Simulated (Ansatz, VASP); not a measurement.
## Two plane-wave programs on ZrC

INCAR

```
PREC = Accurate
ENCUT = 520
EDIFF = 1E-6
ISMEAR = 0
SIGMA = 0.15
LREAL = False
LASPH = True
NELM = 100
ALGO = Normal
ISIF = 2
LWAVE = False
LCHARG = False
GGA = PE
NBANDS = 15
```

The input KPOINTS:

```
regular mesh
0
Gamma
  18 18 18
```

POSCAR

```
ZrC
1.0
    0.0000000000      2.3502100000      2.3502100000
    2.3502100000      0.0000000000      2.3502100000
    2.3502100000      2.3502100000      0.0000000000
Zr C
1 1
Direct
    0.5000000000      0.5000000000      0.5000000000
   -0.0239340314     -0.0239340314      0.0239340314
```

Input for Ansatz:

```yaml
crystal:
  lattice:
    - [0.0, 2.35021, 2.35021]
    - [2.35021, 0.0, 2.35021]
    - [2.35021, 2.35021, 0.0]
  atoms:
    - { symbol: Zr, position: [0.5, 0.5, 0.5] }
    - { symbol: C, position: [-0.0239340314, -0.0239340314, 0.0239340314] }
basis:
  ecutwfc: 420
kpoints:
  mp_grid: { grid: [18, 18, 18] }
hamiltonian:
  xc: pbe
scf:
  occupations: { method: gaussian, width: 0.15 }
output:
  forces: true
  stress: true
  eigenvalues: true
```

Change from the starting cell: all C atoms moved +0.113 Å, as atom 2 towards its neighbour atom 1 (Zr) at 2.350 Å.

Alike in both runs: task single point; functional PBE; k mesh 18 × 18 × 18; occupations gaussian, width 0.15 eV; no spin polarisation.

|  | VASP | Ansatz |
| --- | --- | --- |
| version | VASP 6.6.1 | Ansatz 0.2.0 |
| potentials or method | VASP PAW PBE potentials, release 64 (Zr_sv, C), cutoff 520 eV | scalar-relativistic, plane waves, PAW |
| valence electrons in the cell | 16 | 16 |

Ansatz gave:

```
gap on the k mesh at the Fermi level (eV)                     : none
pressure (GPa)                                                : 2.2
traceless stress, the component that is largest in VASP (GPa) : 2.25
rms of the force components (eV/Å)                            : 0.445
```

Question: Estimate VASP's values.

Answer: gap on the k mesh at the Fermi level (eV): none; pressure (GPa): 2.4; traceless stress, the component that is largest in VASP (GPa): 2.25; rms of the force components (eV/Å): 0.447.

Atom by atom the forces differ by 0.002 eV/Å (rms over components). A gap of «none» marks a metal or a gap that the smearing closes.
